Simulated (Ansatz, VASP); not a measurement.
## Two plane-wave programs on SiC

Contents of INCAR:

```
  PREC = Accurate
  ENCUT = 520
  EDIFF = 1E-7
  ISMEAR = -1
  SIGMA = 0.05
  LREAL = False
  LASPH = True
  NELM = 80
  ALGO = Normal
  ISIF = 2
  LWAVE = False
  LCHARG = False
  GGA = PE
  IVDW = 13
  NBANDS = 36
```

File KPOINTS:

```
regular mesh
0
Gamma
  10 10 2
```

Contents of POSCAR:

```
SiC
1.0
    3.0742275620      0.0000000000      0.0000000000
   -1.5371137810      2.6623591657      0.0000000000
    0.0000000000      0.0000000000     15.0681848517
Si C
6 6
Direct
    0.6666666667      0.3333333333      0.4583000000
    0.3333333333      0.6666666667      0.9583000000
    0.6666666667      0.3333333333      0.7917000000
    0.3333333333      0.6666666667      0.2917000000
    0.0000000000      0.0000000000      0.6250000000
    0.0000000000      0.0000000000      0.1250000000
    0.6666666667      0.3333333333      0.3333000000
    0.3333333333      0.6666666667      0.8333000000
    0.6666666667      0.3333333333      0.6667000000
    0.3333333333      0.6666666667      0.1667000000
    0.0000000000      0.0000000000      0.5000000000
    0.0000000000      0.0000000000      0.0000000000
```

File input.yaml:

```yaml
crystal:
  lattice:
    - [3.074227562, 0.0, 0.0]
    - [-1.537113781, 2.6623591657, 0.0]
    - [0.0, 0.0, 15.0681848517]
  atoms:
    - { symbol: Si, position: [0.6666666667, 0.3333333333, 0.4583] }
    - { symbol: Si, position: [0.3333333333, 0.6666666667, 0.9583] }
    - { symbol: Si, position: [0.6666666667, 0.3333333333, 0.7917] }
    - { symbol: Si, position: [0.3333333333, 0.6666666667, 0.2917] }
    - { symbol: Si, position: [0.0, 0.0, 0.625] }
    - { symbol: Si, position: [0.0, 0.0, 0.125] }
    - { symbol: C, position: [0.6666666667, 0.3333333333, 0.3333] }
    - { symbol: C, position: [0.3333333333, 0.6666666667, 0.8333] }
    - { symbol: C, position: [0.6666666667, 0.3333333333, 0.6667] }
    - { symbol: C, position: [0.3333333333, 0.6666666667, 0.1667] }
    - { symbol: C, position: [0.0, 0.0, 0.5] }
    - { symbol: C, position: [0.0, 0.0, 0.0] }
hamiltonian:
  xc: pbe
  pseudopotentials: { kind: paw }
  dispersion: d4
kpoints:
  mp_grid: { grid: [10, 10, 2] }
scf:
  occupations: { method: fermi_dirac, width: 0.05 }
output:
  forces: true
  stress: true
  eigenvalues: true
```

Alike in both runs: task single point; functional PBE; dispersion D4; k mesh 10 × 10 × 2; occupations fermi-dirac, width 0.05 eV; no spin polarisation.

|  | VASP | Ansatz |
| --- | --- | --- |
| version | VASP 6.6.1 | Ansatz 0.2.0 |
| potentials or method | VASP PAW PBE potentials, release 64 (Si, C) | Ansatz PAW |
| plane-wave cutoff (eV) | 520 | 420 |
| valence electrons in the cell | 48 | 48 |

Ansatz gave:

- gap on the k mesh at the Fermi level (eV): 2.02
- least direct gap on the mesh (eV): 3.12
- pressure (GPa): 0.4
- traceless stress, the component that is largest in VASP (GPa): 0.53
- rms of the force components (eV/Å): 0.040

Q: Estimate VASP's values.

A: gap on the k mesh at the Fermi level (eV): 2.02; least direct gap on the mesh (eV): 3.12; pressure (GPa): 0.4; traceless stress, the component that is largest in VASP (GPa): 0.54; rms of the force components (eV/Å): 0.040.

Atom by atom the forces differ by 0.001 eV/Å (rms over components).
